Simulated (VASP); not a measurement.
# Cs (P6_3/mmc) in VASP: a series of runs

Cs is run at these levels: LDA; tasks: single point.

All numbers are computed with VASP 6.6.1; they aren't measurements. Logs are shortened: lines on timing, memory, paths and dates and some standing lists are left out, and cuts for length are marked.

### Step 1. The cell of the first run

Symmetry: P6_3/mmc, No. 194, hexagonal system. The conventional cell has a = 5.138 Å, b = 5.138 Å, c = 8.411 Å, α = 90.00°, β = 90.00°, γ = 120.00°.

This isn't the form of Cs at room conditions, which is bcc.

### Step 2. Single point, LDA

The input, INCAR:

```
ALGO = Normal ; EDIFF = 1E-7
ENCUT = 520 ; ISIF = 2
ISMEAR = -1 ; LASPH = True
LCHARG = False ; LREAL = False
LWAVE = False ; NBANDS = 16
NELM = 60 ; PREC = Accurate
SIGMA = 0.1
```

The input, KPOINTS:

```
k-points
0
Gamma
  7 7 4
```

The input, POSCAR:

```
Cs
1.0
    5.1383702876      0.0000000000      0.0000000000
   -2.5691851438      4.4499592032      0.0000000000
    0.0000000000      0.0000000000      8.4112154216
Cs
2
Direct
    0.3333333333      0.6666666667      0.2500000000
    0.6666666667      0.3333333333      0.7500000000
```

Potentials or basis: VASP PAW LDA potentials, release 64 (Cs_sv).

Started as:

```
cat potpaw_LDA.64/Cs_sv/POTCAR > POTCAR
mpirun -np 1 vasp_std > vasp.out
```

OUTCAR:

```text
EDIFF = 1E-7
   ENCUT = 520
   ISIF = 2
   ISMEAR = -1
   LASPH = True
   LREAL = False
   NELM = 60
   PREC = Accurate

 ion  position               nearest neighbor table
   1  0.333  0.667  0.250-
   2  0.667  0.333  0.750-

  LATTYP: Found a hexagonal cell.
 ALAT       =     5.1383702876
 C/A-ratio  =     1.6369422503

  Lattice vectors:

 A1 = (   5.1383702876,   0.0000000000,   0.0000000000)
 A2 = (  -2.5691851438,   4.4499592032,   0.0000000000)
 A3 = (   0.0000000000,   0.0000000000,   8.4112154216)

Analysis of symmetry for initial positions (statically):
=====================================================================
 Subroutine PRICEL returns:
 Original cell was already a primitive cell.

 Routine SETGRP: Setting up the symmetry group for a
 hexagonal supercell.

 Subroutine GETGRP returns: Found 24 space group operations
 (whereof 12 operations were pure point group operations)
 out of a pool of 24 trial point group operations.

The static configuration has the point symmetry D_3d.
 The point group associated with its full space group is D_6h.

Analysis of symmetry for dynamics (positions and initial velocities):
=====================================================================
 Subroutine PRICEL returns:
 Original cell was already a primitive cell.

 Routine SETGRP: Setting up the symmetry group for a
 hexagonal supercell.

 Subroutine GETGRP returns: Found 24 space group operations
 (whereof 12 operations were pure point group operations)
 out of a pool of 24 trial point group operations.

The dynamic configuration has the point symmetry D_3d.
 The point group associated with its full space group is D_6h.

 Subroutine INISYM returns: Found 24 space group operations
 (whereof 12 operations are pure point group operations),
 and found     1 'primitive' translations

----------------------------------------------------------------------------------------

                                     Primitive cell

  volume of cell :     192.3270

  direct lattice vectors                    reciprocal lattice vectors
     5.138370288  0.000000000  0.000000000     0.194614234  0.112360581  0.000000000
    -2.569185144  4.449959203  0.000000000     0.000000000  0.224721161  0.000000000
     0.000000000  0.000000000  8.411215422     0.000000000  0.000000000  0.118888882

  length of vectors
     5.138370288  5.138370288  8.411215422     0.224721161  0.224721161  0.118888882

  position of ions in fractional coordinates (direct lattice)
     0.333333333  0.666666667  0.250000000
     0.666666667  0.333333333  0.750000000

  ion indices of the primitive-cell ions
   primitive index   ion index
                 1           1
                 2           2

----------------------------------------------------------------------------------------

 KPOINTS: k-points

Automatic generation of k-mesh.
 Grid dimensions read from file:
 generate k-points for:    7    7    4

 Generating k-lattice:

  Cartesian coordinates                     Fractional coordinates (reciprocal lattice)
     0.027802033  0.016051512  0.000000000     0.142857143 -0.000000000  0.000000000
     0.000000000  0.032103023  0.000000000     0.000000000  0.142857143  0.000000000
     0.000000000  0.000000000  0.029722221     0.000000000  0.000000000  0.250000000

  Length of vectors
     0.032103023  0.032103023  0.029722221

  Shift w.r.t. Gamma in fractional coordinates (k-lattice)
     0.000000000  0.000000000  0.000000000

 Subroutine IBZKPT returns following result:
 ===========================================

 Found     24 irreducible k-points:

 Following reciprocal coordinates:
            Coordinates               Weight
  0.000000  0.000000  0.000000      1.000000
  0.142857  0.000000  0.000000      6.000000
  0.285714  0.000000  0.000000      6.000000
  0.428571  0.000000  0.000000      6.000000
  0.142857  0.142857  0.000000      6.000000
  0.285714  0.142857  0.000000     12.000000
[... 16 lines left out ...]
  0.428571  0.142857  0.500000      6.000000
  0.285714  0.285714  0.500000      6.000000
   k-points           NKPTS =     24   k-points in BZ     NKDIM =     24   number of bands    NBANDS=     16
   number of dos      NEDOS =    301   number of ions     NIONS =      2
   total plane-waves  NPLWV = 102400
   dimension x,y,z NGX =    40 NGY =   40 NGZ =   64
   dimension x,y,z NGXF=    80 NGYF=   80 NGZF=  128
   ions per type =               2
   NGX,Y,Z   is equivalent  to a cutoff of  12.94, 12.94, 12.65 a.u.
   NGXF,Y,Z  is equivalent  to a cutoff of  25.88, 25.88, 25.30 a.u.
 SYSTEM =  unknown system
   PREC   = accura    normal or accurate (medium, high low for compatibility)
   ISTART =      0    job   : 0-new  1-cont  2-samecut
   ICHARG =      2    charge: 1-file 2-atom 10-const
   ISPIN  =      1    spin polarized calculation?
   LNONCOLLINEAR =      F non collinear calculations
   LSORBIT =      F    spin-orbit coupling
   LASPH  =      T    aspherical Exc in radial PAW
   ENCUT  =  520.0 eV  38.22 Ry    6.18 a.u.   9.55  9.55 15.64*2*pi/ulx,y,z
   NELM   =     60;   NELMIN=  2; NELMDL= -5     # of ELM steps
   EDIFF  = 0.1E-06   stopping-criterion for ELM
   LREAL  =      F    real-space projection
   EDIFFG = 0.1E-05   stopping-criterion for IOM
   NSW    =      0    number of steps for IOM
   IBRION =     -1    ionic relax: 0-MD 1-quasi-New 2-CG
   NFREE  =      0    steps in history (QN), initial steepest desc. (CG)
   ISIF   =      2    stress and relaxation
   ISYM   =      2    0-nonsym 1-usesym 2-fastsym
   POTIM  = 0.5000    time-step for ionic-motion
   TEBEG  =    0.0;   TEEND  =   0.0 temperature during run
   PSTRESS=    0.0 pullay stress
   NELECT =      18.0000    total number of electrons
   NUPDOWN=      -1.0000    fix difference up-down
   EMIN   =  10.00;   EMAX   =-10.00  energy-range for DOS
   EFERMI =   0.00;   METHOD = LEGACY
   ISMEAR =    -1;   SIGMA  =   0.10  broadening in eV -4-tet -1-fermi 0-gaus
   EFERMI_NEDOS =   21; number of points for ismear=-14 and -15
   IALGO  =     38    algorithm
   IMIX   =      4    mixing-type and parameters
     AMIX     =   0.40;   BMIX     =  1.00
     AMIX_MAG =   1.60;   BMIX_MAG =  1.00
  volume/ion in A,a.u.               =      96.16       648.94
  Fermi-wavevector in a.u.,A,eV,Ry     =   0.743280  1.404595  7.516739  0.552465
  Thomas-Fermi vector in A             =   1.838358
   LORBIT       =      0    0 simple, 1 ext, 2 COOP (PROOUT), +10 PAW based schemes
   GGA     = CA    functional components
   LHFCALC =     F    Hartree Fock is set to
   AEXX    =    0.0000 exact exchange contribution
   IVDW    =     0    specifies the selected vdW correction
   LEPSILON=     F    determine dielectric tensor
   LRPA    =     F    only Hartree local field effects (RPA)
 non-spin polarized calculation
  energy-cutoff  :      520.00
  volume of cell :      192.33
 maximum number of plane-waves:      5263
 NGX is ok and might be reduce to    40
   NGX = 19   NGY = 19   NGZ = 31

 number of electron      17.9999998 magnetization

 Free energy of the ion-electron system (eV)
  ---------------------------------------------------
  ext. energy  EPLUGINS =         0.00000000
  ---------------------------------------------------
  free energy    TOTEN  =        -2.03208002 eV

  energy without entropy =       -1.95401878  energy(sigma->0) =       -1.99304940

 E-fermi :   0.7655     XC(G=0):  -6.0212

 val. band max:        0.7168598017   @ k =   0.2857   0.1429   0.5000
 cond. band min:       0.7696422139   @ k =   0.4286   0.0000   0.5000
 fundamental gap:      0.0527824122
 Fermi energy:         0.7655038520

 k-point     1 :       0.0000    0.0000    0.0000
  band No.  band energies     occupation
      1     -22.9560      2.00000
      2     -22.9416      2.00000
      3      -9.9069      2.00000
      4      -9.6870      2.00000
      5      -9.6870      2.00000
      6      -9.6540      2.00000
[... 8 lines left out ...]
     15       3.5567      0.00000
     16       3.5567      0.00000

 k-point     2 :       0.1429    0.0000    0.0000
  band No.  band energies     occupation
      1     -22.9535      2.00000
      2     -22.9404      2.00000
      3      -9.8907      2.00000
      4      -9.7245      2.00000
      5      -9.6986      2.00000
      6      -9.6926      2.00000
[... 8 lines left out ...]
     15       3.5316      0.00000
     16       3.5479      0.00000

 k-point     3 :       0.2857    0.0000    0.0000
  band No.  band energies     occupation
      1     -22.9477      2.00000
      2     -22.9380      2.00000
      3      -9.8488      2.00000
      4      -9.8089      2.00000
      5      -9.7746      2.00000
      6      -9.7231      2.00000
[... 8 lines left out ...]
     15       3.3523      0.00000
     16       4.0226      0.00000

 k-point     4 :       0.4286    0.0000    0.0000
  band No.  band energies     occupation
      1     -22.9423      2.00000
      2     -22.9367      2.00000
      3      -9.8760      2.00000
      4      -9.8365      2.00000
      5      -9.8031      2.00000
      6      -9.7420      2.00000
[... 8 lines left out ...]
     15       3.1349      0.00000
     16       4.6132      0.00000
[... 324 lines left out ...]
 k-point    22 :       0.2857    0.1429    0.5000
  band No.  band energies     occupation
      1     -22.9403      2.00000
      2     -22.9403      2.00000
      3      -9.8623      2.00000
      4      -9.8623      2.00000
      5      -9.7425      2.00000
      6      -9.7425      2.00000
[... 8 lines left out ...]
     15       3.5417      0.00000
     16       3.5417      0.00000

 k-point    23 :       0.4286    0.1429    0.5000
  band No.  band energies     occupation
      1     -22.9386      2.00000
      2     -22.9386      2.00000
      3      -9.8854      2.00000
      4      -9.8854      2.00000
      5      -9.7540      2.00000
      6      -9.7540      2.00000
[... 8 lines left out ...]
     15       3.6121      0.00000
     16       3.6121      0.00000

 k-point    24 :       0.2857    0.2857    0.5000
  band No.  band energies     occupation
      1     -22.9382      2.00000
      2     -22.9382      2.00000
      3      -9.8630      2.00000
      4      -9.8630      2.00000
      5      -9.7897      2.00000
      6      -9.7897      2.00000
[... 8 lines left out ...]
     15       3.5353      0.00000
     16       3.5353      0.00000

------------------------ aborting loop because EDIFF is reached ----------------------------------------

  FORCE on cell =-STRESS in cart. coord.  units (eV):
  Direction    XX          YY          ZZ          XY          YZ          ZX
  --------------------------------------------------------------------------------------
  -------------------------------------------------------------------------------------
  Total       -0.0152149     -0.0152149     -0.0227102      0.0000000      0.0000000      0.0000000
  in kB       -0.1267478     -0.1267478     -0.1891869      0.0000000      0.0000000      0.0000000
  external PRESSURE =      -0.1475608 kB  Pullay stress =       0.0000000 kB

 VOLUME and BASIS-vectors are now :
 -----------------------------------------------------------------------------
  energy-cutoff  :      520.00
  volume of cell :      192.33
      direct lattice vectors                 reciprocal lattice vectors
     5.138370288  0.000000000  0.000000000     0.194614234  0.112360581  0.000000000
    -2.569185144  4.449959203  0.000000000     0.000000000  0.224721161  0.000000000
     0.000000000  0.000000000  8.411215422     0.000000000  0.000000000  0.118888882

 POSITION                                       TOTAL-FORCE (eV/Angst)
 -----------------------------------------------------------------------------------
     -0.00000      2.96664      2.10280        -0.000000      0.000000      0.000000
      2.56919      1.48332      6.30841         0.000000     -0.000000      0.000000
 -----------------------------------------------------------------------------------
    total drift:                               -0.000000      0.000000     -0.000000

  FREE ENERGIE OF THE ION-ELECTRON SYSTEM (eV)
  ---------------------------------------------------
  free  energy   TOTEN  =        -2.0320800160 eV

  energy  without entropy=       -1.9540187767  energy(sigma->0) =       -1.99304940
```

It took 49 s on 1 thread of Intel Xeon 8259CL, shared host; peak memory 0.26 GiB.

What came out:

| Property | Result |
| --- | --- |
| Free energy | -2.0321 eV |
| Pressure | 0.0 GPa |
| Band gap on the k mesh | zero (bands 9 and 10 overlap by 1.64 eV) |

Caveat: spin-orbit coupling is left out, which moves the levels of the heavy elements.

[end of part 1 of 2]
